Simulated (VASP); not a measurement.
# GaN (Pmc2_1) in VASP: a series of runs

Runs on GaN. Level: PBE. Tasks: single point.

All numbers are computed with VASP 6.6.1; they aren't measurements. Logs are shortened: lines on timing, memory, paths and dates and some standing lists are left out, and cuts for length are marked.

## Step 1: The cell of the first run

Symmetry: Pmc2_1, No. 26, orthorhombic system. Conventional cell: a = 3.219 Å, b = 5.575 Å, c = 5.243 Å, α = 90.00°, β = 90.00°, γ = 90.00°. Ga (site symmetry m) has 4 N at 1.92 to 2.08 Å within 2.5 Å. Ga (site symmetry m) has 4 N at 1.89 to 2.01 Å within 2.5 Å. Within 2.6 Å of N (site symmetry m) lie 4 Ga at 1.97 to 2.08 Å. Within 2.5 Å of N (site symmetry m) lie 4 Ga at 1.89 to 2.01 Å.

## Step 2: Single point, PBE (mode 11 frozen in at -0.064 Å and mode 13 at +0.059 Å (largest displacements))

INCAR reads:

```
PREC = Accurate ; ENCUT = 520
EDIFF = 1E-6 ; ISMEAR = 0
SIGMA = 0.05 ; LREAL = False
LASPH = True ; NELM = 80
ALGO = Normal ; ISIF = 2
LWAVE = False ; LCHARG = True
GGA = PE ; LELF = True
LVHAR = True ; NBANDS = 46
```

KPOINTS reads:

```
regular mesh
0
Gamma
  8 6 6
```

POSCAR reads:

```
GaN
1.0
   -3.2185392732      0.0000000000      0.0000000000
    0.0000000000      0.0000000000     -5.2433778863
    0.0000000001     -5.5746735474      0.0000000000
Ga N
4 4
Direct
    0.5000000000      0.0074845088      0.1773850969
    0.0000000000     -0.0012520618      0.6559449071
    0.0000000000      0.4987479382      0.3440550929
    0.5000000000      0.5074845088      0.8226149031
    0.5000000000      0.6110267181      0.1684682948
    0.0000000000      0.6148182845      0.6648439367
    0.0000000000      0.1148182845      0.3351560633
    0.5000000000      0.1110267181      0.8315317052
```

Potentials or basis: VASP PAW PBE potentials, release 64 (Ga_d, N).

Started as:

```bash
cat potpaw_PBE.64/Ga_d/POTCAR potpaw_PBE.64/N/POTCAR > POTCAR
mpirun -np 1 vasp_std > vasp.out
```

OUTCAR:

```text
PREC = Accurate
   ENCUT = 520
   EDIFF = 1E-6
   ISMEAR = 0
   LREAL = False
   LASPH = True
   NELM = 80
   ISIF = 2
   GGA = PE

 ion  position               nearest neighbor table
   1  0.500  0.007  0.177-   7 1.92   7 1.92   8 2.00   5 2.08
   2  0.000  0.999  0.656-   7 1.89   8 1.97   8 1.97   6 2.01
   3  0.000  0.499  0.344-   6 1.89   5 1.97   5 1.97   7 2.01
   4  0.500  0.507  0.823-   6 1.92   6 1.92   5 2.00   8 2.08
   5  0.500  0.611  0.168-   3 1.97   3 1.97   4 2.00   1 2.08
   6  0.000  0.615  0.665-   3 1.89   4 1.92   4 1.92   2 2.01
   7  0.000  0.115  0.335-   2 1.89   1 1.92   1 1.92   3 2.01
   8  0.500  0.111  0.832-   2 1.97   2 1.97   1 2.00   4 2.08

  LATTYP: Found a simple orthorhombic cell.
 ALAT       =     3.2185392732
 B/A-ratio  =     1.6291172613
 C/A-ratio  =     1.7320508076

  Lattice vectors:

 A1 = (  -3.2185392732,   0.0000000000,   0.0000000000)
 A2 = (   0.0000000000,   0.0000000000,  -5.2433778863)
 A3 = (   0.0000000001,  -5.5746735474,   0.0000000000)

Analysis of symmetry for initial positions (statically):
=====================================================================
 Subroutine PRICEL returns:
 Original cell was already a primitive cell.

 Routine SETGRP: Setting up the symmetry group for a
 simple orthorhombic supercell.

 Subroutine GETGRP returns: Found  4 space group operations
 (whereof  2 operations were pure point group operations)
 out of a pool of  8 trial point group operations.

The static configuration has the point symmetry C_1h.
 The point group associated with its full space group is C_2v.

Analysis of symmetry for dynamics (positions and initial velocities):
=====================================================================
 Subroutine PRICEL returns:
 Original cell was already a primitive cell.

 Routine SETGRP: Setting up the symmetry group for a
 simple orthorhombic supercell.

 Subroutine GETGRP returns: Found  4 space group operations
 (whereof  2 operations were pure point group operations)
 out of a pool of  8 trial point group operations.

The dynamic configuration has the point symmetry C_1h.
 The point group associated with its full space group is C_2v.

 Subroutine INISYM returns: Found  4 space group operations
 (whereof  2 operations are pure point group operations),
 and found     1 'primitive' translations

----------------------------------------------------------------------------------------

                                     Primitive cell

  volume of cell :      94.0783

  direct lattice vectors                    reciprocal lattice vectors
    -3.218539273  0.000000000  0.000000000    -0.310699953 -0.000000000  0.000000000
     0.000000000  0.000000000 -5.243377886     0.000000000  0.000000000 -0.190716752
     0.000000000 -5.574673547  0.000000000     0.000000000 -0.179382701  0.000000000

  length of vectors
     3.218539273  5.243377886  5.574673547     0.310699953  0.190716752  0.179382701

  position of ions in fractional coordinates (direct lattice)
     0.500000000  0.007484509  0.177385097
     0.000000000  0.998747938  0.655944907
     0.000000000  0.498747938  0.344055093
     0.500000000  0.507484509  0.822614903
     0.500000000  0.611026718  0.168468295
     0.000000000  0.614818284  0.664843937
     0.000000000  0.114818284  0.335156063
     0.500000000  0.111026718  0.831531705

  ion indices of the primitive-cell ions
   primitive index   ion index
                 1           1
                 2           2
                 3           3
                 4           4
                 5           5
                 6           6
                 7           7
                 8           8

----------------------------------------------------------------------------------------

 KPOINTS: regular mesh

Automatic generation of k-mesh.
 Grid dimensions read from file:
 generate k-points for:    8    6    6

 Generating k-lattice:

  Cartesian coordinates                     Fractional coordinates (reciprocal lattice)
    -0.038837494 -0.000000000  0.000000000     0.125000000  0.000000000  0.000000000
     0.000000000  0.000000000 -0.031786125     0.000000000  0.166666667  0.000000000
     0.000000000 -0.029897117  0.000000000     0.000000000  0.000000000  0.166666667

  Length of vectors
     0.038837494  0.031786125  0.029897117

  Shift w.r.t. Gamma in fractional coordinates (k-lattice)
     0.000000000  0.000000000  0.000000000

 Subroutine IBZKPT returns following result:
 ===========================================

 Found     80 irreducible k-points:

 Following reciprocal coordinates:
            Coordinates               Weight
  0.000000  0.000000  0.000000      1.000000
  0.125000  0.000000  0.000000      2.000000
  0.250000  0.000000  0.000000      2.000000
  0.375000  0.000000 -0.000000      2.000000
  0.500000  0.000000  0.000000      1.000000
  0.000000  0.166667  0.000000      2.000000
[... 16 lines left out ...]
  0.250000  0.000000  0.166667      4.000000
  0.375000  0.000000  0.166667      4.000000
 [... further k-points ...]
   k-points           NKPTS =     80   k-points in BZ     NKDIM =     80   number of bands    NBANDS=     46
   number of dos      NEDOS =    301   number of ions     NIONS =      8
   total plane-waves  NPLWV =  40320
   dimension x,y,z NGX =    24 NGY =   40 NGZ =   42
   dimension x,y,z NGXF=    48 NGYF=   80 NGZF=   84
   ions per type =               4   4
   NGX,Y,Z   is equivalent  to a cutoff of  12.40, 12.68, 12.53 a.u.
   NGXF,Y,Z  is equivalent  to a cutoff of  24.79, 25.36, 25.05 a.u.
 SYSTEM =  unknown system
   PREC   = accura    normal or accurate (medium, high low for compatibility)
   ISTART =      0    job   : 0-new  1-cont  2-samecut
   ICHARG =      2    charge: 1-file 2-atom 10-const
   ISPIN  =      1    spin polarized calculation?
   LNONCOLLINEAR =      F non collinear calculations
   LSORBIT =      F    spin-orbit coupling
   LASPH  =      T    aspherical Exc in radial PAW
   ENCUT  =  520.0 eV  38.22 Ry    6.18 a.u.   5.98  9.75 10.37*2*pi/ulx,y,z
   NELM   =     80;   NELMIN=  2; NELMDL= -5     # of ELM steps
   EDIFF  = 0.1E-05   stopping-criterion for ELM
   LREAL  =      F    real-space projection
   EDIFFG = 0.1E-04   stopping-criterion for IOM
   NSW    =      0    number of steps for IOM
   IBRION =     -1    ionic relax: 0-MD 1-quasi-New 2-CG
   NFREE  =      0    steps in history (QN), initial steepest desc. (CG)
   ISIF   =      2    stress and relaxation
   ISYM   =      2    0-nonsym 1-usesym 2-fastsym
   POTIM  = 0.5000    time-step for ionic-motion
   TEBEG  =    0.0;   TEEND  =   0.0 temperature during run
   PSTRESS=    0.0 pullay stress
   NELECT =      72.0000    total number of electrons
   NUPDOWN=      -1.0000    fix difference up-down
   EMIN   =  10.00;   EMAX   =-10.00  energy-range for DOS
   EFERMI =   0.00;   METHOD = LEGACY
   ISMEAR =     0;   SIGMA  =   0.05  broadening in eV -4-tet -1-fermi 0-gaus
   EFERMI_NEDOS =   21; number of points for ismear=-14 and -15
   IALGO  =     38    algorithm
   IMIX   =      4    mixing-type and parameters
     AMIX     =   0.40;   BMIX     =  1.00
     AMIX_MAG =   1.60;   BMIX_MAG =  1.00
  volume/ion in A,a.u.               =      11.76        79.36
  Fermi-wavevector in a.u.,A,eV,Ry     =   1.497462  2.829793 30.509608  2.242393
  Thomas-Fermi vector in A             =   2.609347
   LORBIT       =      0    0 simple, 1 ext, 2 COOP (PROOUT), +10 PAW based schemes
   GGA     = PE    functional components
   LHFCALC =     F    Hartree Fock is set to
   AEXX    =    0.0000 exact exchange contribution
   IVDW    =     0    specifies the selected vdW correction
   LEPSILON=     F    determine dielectric tensor
   LRPA    =     F    only Hartree local field effects (RPA)
 non-spin polarized calculation
 Gauss-broadening in eV      SIGMA  =   0.05
  energy-cutoff  :      520.00
  volume of cell :       94.08
 maximum number of plane-waves:      2568
 NGX is ok and might be reduce to    24
   NGX = 11   NGY = 19   NGZ = 21

 number of electron      72.0000004 magnetization

 Free energy of the ion-electron system (eV)
  ---------------------------------------------------
  ext. energy  EPLUGINS =         0.00000000
  ---------------------------------------------------
  free energy    TOTEN  =       -48.36234585 eV

  energy without entropy =      -48.36234585  energy(sigma->0) =      -48.36234585

 E-fermi :   5.3856     XC(G=0): -11.5109

 val. band max:        5.1197831796   @ k =   0.0000   0.0000   0.0000
 cond. band min:       6.7153108575   @ k =   0.0000   0.0000   0.0000
 fundamental gap:      1.5955276779
 Fermi energy:         5.3856217082

 k-point     1 :       0.0000    0.0000    0.0000
  band No.  band energies     occupation
      1     -10.9140      2.00000
      2     -10.3163      2.00000
      3      -9.6643      2.00000
      4      -9.6221      2.00000
      5      -8.4576      2.00000
      6      -8.4571      2.00000
[... 38 lines left out ...]
     45      14.7235      0.00000
     46      14.8723      0.00000

 k-point     2 :       0.1250    0.0000    0.0000
  band No.  band energies     occupation
      1     -10.8177      2.00000
      2     -10.2814      2.00000
      3      -9.6509      2.00000
      4      -9.5981      2.00000
      5      -8.4467      2.00000
      6      -8.4377      2.00000
[... 38 lines left out ...]
     45      14.8025      0.00000
     46      14.8268      0.00000

 k-point     3 :       0.2500    0.0000    0.0000
  band No.  band energies     occupation
      1     -10.5885      2.00000
      2     -10.2045      2.00000
      3      -9.6169      2.00000
      4      -9.5498      2.00000
      5      -8.4321      2.00000
      6      -8.4053      2.00000
[... 1018 lines left out ...]
     45      14.2491      0.00000
     46      14.7742      0.00000

 k-point    24 :       0.3750    0.0000    0.1667
  band No.  band energies     occupation
      1     -10.3717      2.00000
      2     -10.1392      2.00000
      3      -9.5854      2.00000
      4      -9.5133      2.00000
      5      -8.4208      2.00000
      6      -8.3851      2.00000
[... 38 lines left out ...]
     45      14.3173      0.00000
     46      14.5599      0.00000

 [... further k-points ...]
[... 5 lines left out ...]
  --------------------------------------------------------------------------------------
  -------------------------------------------------------------------------------------
  Total        1.6537378      1.7759661     -1.4683597     -0.0000000      0.0000000      0.0000000
  in kB       28.1635779     30.2451569    -25.0065407     -0.0000000      0.0000000      0.0000000
  external PRESSURE =      11.1340647 kB  Pullay stress =       0.0000000 kB

 VOLUME and BASIS-vectors are now :
 -----------------------------------------------------------------------------
  energy-cutoff  :      520.00
  volume of cell :       94.08
      direct lattice vectors                 reciprocal lattice vectors
    -3.218539273  0.000000000  0.000000000    -0.310699953 -0.000000000  0.000000000
     0.000000000  0.000000000 -5.243377886     0.000000000  0.000000000 -0.190716752
     0.000000000 -5.574673547  0.000000000     0.000000000 -0.179382701  0.000000000

 POSITION                                       TOTAL-FORCE (eV/Angst)
 -----------------------------------------------------------------------------------
     -1.60927     -0.98886     -0.03924        -0.000000      1.440496      1.063639
      0.00000     -3.65668     -5.23681         0.000000     -1.579797      0.234211
      0.00000     -1.91799     -2.61512        -0.000000      1.579797      0.234211
     -1.60927     -4.58581     -2.66093         0.000000     -1.440496      1.063639
     -1.60927     -0.93916     -3.20384        -0.000000      0.001104     -0.578200
      0.00000     -3.70629     -3.22372         0.000000     -0.180326     -0.719650
      0.00000     -1.86839     -0.60204        -0.000000      0.180326     -0.719650
     -1.60927     -4.63552     -0.58216         0.000000     -0.001104     -0.578200
 -----------------------------------------------------------------------------------
    total drift:                               -0.000000      0.000022      0.001670

  FREE ENERGIE OF THE ION-ELECTRON SYSTEM (eV)
  ---------------------------------------------------
  free  energy   TOTEN  =       -48.3623458493 eV

  energy  without entropy=      -48.3623458493  energy(sigma->0) =      -48.36234585
```

It took 12 min on 1 thread of Oxide Virtual Turin-like, shared host; peak memory 0.33 GiB.

What came out:

- Free energy: -48.3623 eV
- Pressure: 1.1 GPa
- Largest force: 1.791 eV/Å
- Band gap on the k mesh: 1.60 eV

Forces on the atoms (eV/Å):
```
Ga   0.000  1.440  1.064
Ga   0.000 -1.580  0.234
Ga   0.000  1.580  0.234
Ga   0.000 -1.440  1.064
N    0.000  0.001 -0.578
N    0.000 -0.180 -0.720
N    0.000  0.180 -0.720
N    0.000 -0.001 -0.578
```

Stress tensor (GPa, compression positive):
```
 2.82  0.00  0.00
 0.00  3.02  0.00
 0.00  0.00 -2.50
```

Caveat: the cell differs from its parent crystal (mode 11 frozen in at -0.064 Å and mode 13 at +0.059 Å (largest displacements)); forces of over 1 eV/Å act on the atoms, so gaps and moduli don't describe the material at rest.

## Step 3: Single point, PBE (mode 11 frozen in at -0.080 Å and mode 13 at +0.098 Å (largest displacements))

INCAR reads:

```
SYSTEM = GaN
PREC = Accurate ; ENCUT = 520
EDIFF = 1E-6 ; ISMEAR = 0
SIGMA = 0.05 ; LREAL = .FALSE.
LASPH = .TRUE. ; NELM = 80
ALGO = Normal ; ISIF = 2
LWAVE = .FALSE. ; LCHARG = .TRUE.
GGA = PE ; LELF = .TRUE.
LVHAR = .TRUE. ; NBANDS = 46
```

KPOINTS reads:

```
Automatic mesh
0
G
  8 6 6
  0 0 0
```

POSCAR reads:

```
GaN
1.0
   -3.2185392732      0.0000000000      0.0000000000
    0.0000000000      0.0000000000     -5.2433778863
    0.0000000001     -5.5746735474      0.0000000000
Ga N
4 4
Direct
    0.5000000000      0.0100784896      0.1800640109
    0.0000000000     -0.0008422236      0.6532637736
    0.0000000000      0.4991577764      0.3467362264
    0.5000000000      0.5100784896      0.8199359891
    0.5000000000      0.6030766793      0.1689143056
    0.0000000000      0.6078161374      0.6643838580
    0.0000000000      0.1078161374      0.3356161420
    0.5000000000      0.1030766793      0.8310856944
```

Potentials or basis: VASP PAW PBE potentials, release 64 (Ga_d, N).

Started as:

```bash
cat potpaw_PBE.64/Ga_d/POTCAR potpaw_PBE.64/N/POTCAR > POTCAR
mpirun -np 1 vasp_std > vasp.out
```

It took 11 min on 1 thread of AMD EPYC 9755, shared host; peak memory 0.34 GiB.

The run converged. Its results:

* Free energy: -48.0961 eV
* Pressure: 2.1 GPa
* Largest force: 2.320 eV/Å
* Band gap on the k mesh: 1.52 eV, direct

Forces in eV/Å, atoms in the order of the input:
```
Ga   0.000  1.858  1.388
Ga   0.000 -2.112  0.515
Ga   0.000  2.112  0.515
Ga   0.000 -1.858  1.388
N    0.000  0.008 -0.793
N    0.000 -0.316 -1.111
N    0.000  0.316 -1.111
N    0.000 -0.008 -0.793
```

Stress tensor (GPa, compression positive):
```
 4.65  0.00  0.00
 0.00  5.10  0.00
 0.00  0.00 -3.35
```

Levels at points of the mesh, in eV from the valence-band top:
```
           k point  band 34  band 35  band 36  band 37  band 38  band 39
(0.00, 0.00, 0.00)    -0.30    -0.23     0.00     1.52     3.62     4.71
(0.50, 0.00, 0.00)    -2.41    -2.00    -1.40     5.55     6.01     6.32
(0.00, 0.50, 0.00)    -0.73    -0.63    -0.63     3.77     3.77     4.27
(0.50, 0.50, 0.00)    -1.86    -1.24    -1.24     5.26     5.26     5.72
(0.00, 0.00, 0.50)    -0.68    -0.60    -0.45     3.71     4.04     5.37
(0.50, 0.00, 0.50)    -1.76    -1.57    -1.26     4.29     4.95     5.09
(0.00, 0.50, 0.50)    -1.82    -1.08    -1.08     4.68     4.68     5.23
(0.50, 0.50, 0.50)    -2.00    -1.43    -1.43     3.85     3.85     4.54
```

Caveat: the cell differs from its parent crystal (mode 11 frozen in at -0.080 Å and mode 13 at +0.098 Å (largest displacements)); forces of over 1 eV/Å act on the atoms, so gaps and moduli don't describe the material at rest.

## Step 4: Single point, PBE (mode 11 frozen in at -0.064 Å and mode 13 at +0.020 Å (largest displacements))

INCAR reads:

```
SYSTEM = GaN
  PREC = Accurate
  ENCUT = 520
  EDIFF = 1E-6
  ISMEAR = 0
  SIGMA = 0.05
  LREAL = .FALSE.
  LASPH = .TRUE.
  NELM = 60
  ALGO = Normal
  ISIF = 2
  LWAVE = .FALSE.
  LCHARG = .FALSE.
  GGA = PE
  NBANDS = 46
```

KPOINTS reads:

```
regular mesh
0
G
  8 6 6
  0 0 0
```

POSCAR reads:

```
GaN
1.0
   -3.2185392732      0.0000000000      0.0000000000
    0.0000000000      0.0000000000     -5.2433778863
    0.0000000001     -5.5746735474      0.0000000000
Ga N
4 4
Direct
    0.5000000000      0.0059825993      0.1773862067
    0.0000000000     -0.0027539712      0.6559460169
    0.0000000000      0.4972460288      0.3440539831
    0.5000000000      0.5059825993      0.8226137933
    0.5000000000      0.6185028110      0.1684753287
    0.0000000000      0.6222943774      0.6648509707
    0.0000000000      0.1222943774      0.3351490293
    0.5000000000      0.1185028110      0.8315246713
```

Started as:

```bash
cat potpaw_PBE.64/Ga_d/POTCAR potpaw_PBE.64/N/POTCAR > POTCAR
mpirun -np 1 vasp_std > vasp.out
```

Wall time 8.3 min (1 thread of Oxide Virtual Turin-like, shared host); peak memory 0.33 GiB.

Results (log left out):

```
Free energy            : -48.4497 eV
Pressure               : 0.7 GPa
Largest force          : 1.563 eV/Å
Band gap on the k mesh : 1.67 eV
```

Forces in eV/Å, atoms in the order of the input:
```
Ga   0.000  1.373  0.747
Ga   0.000 -1.489 -0.225
Ga   0.000  1.489 -0.225
Ga   0.000 -1.373  0.747
N    0.000 -0.021 -0.261
N    0.000 -0.141 -0.261
N    0.000  0.141 -0.261
N    0.000  0.021 -0.261
```

Stress tensor (GPa, compression positive):
```
 1.35  0.00  0.00
 0.00  1.48  0.00
 0.00  0.00 -0.69
```

Levels at points of the mesh, in eV from the valence-band top:
| k point | band 33 | band 34 | band 35 | band 36 | band 37 | band 38 | band 39 | band 40 |
| --- | --- | --- | --- | --- | --- | --- | --- | --- |
| (0.00, 0.00, 0.00) | -0.67 | -0.04 | 0.00 | 0.00 | 1.67 | 3.96 | 4.94 | 5.35 |
| (0.50, 0.00, 0.00) | -2.14 | -2.05 | -2.03 | -1.55 | 5.46 | 6.17 | 6.23 | 6.48 |
| (0.00, 0.50, 0.00) | -0.53 | -0.53 | -0.46 | -0.46 | 3.96 | 3.96 | 4.36 | 4.36 |
| (0.50, 0.50, 0.00) | -1.80 | -1.80 | -1.32 | -1.32 | 5.49 | 5.49 | 5.87 | 5.87 |
| (0.00, 0.00, 0.50) | -0.72 | -0.59 | -0.55 | -0.35 | 3.93 | 4.18 | 5.66 | 5.75 |
| (0.50, 0.00, 0.50) | -2.20 | -1.91 | -1.14 | -0.92 | 4.62 | 5.18 | 5.24 | 5.47 |
| (0.00, 0.50, 0.50) | -1.69 | -1.69 | -0.91 | -0.91 | 4.85 | 4.85 | 5.29 | 5.29 |
| (0.50, 0.50, 0.50) | -1.84 | -1.84 | -1.52 | -1.52 | 4.01 | 4.01 | 4.57 | 4.57 |

Caveat: the cell differs from its parent crystal (mode 11 frozen in at -0.064 Å and mode 13 at +0.020 Å (largest displacements)); forces of over 1 eV/Å act on the atoms, so gaps and moduli don't describe the material at rest.
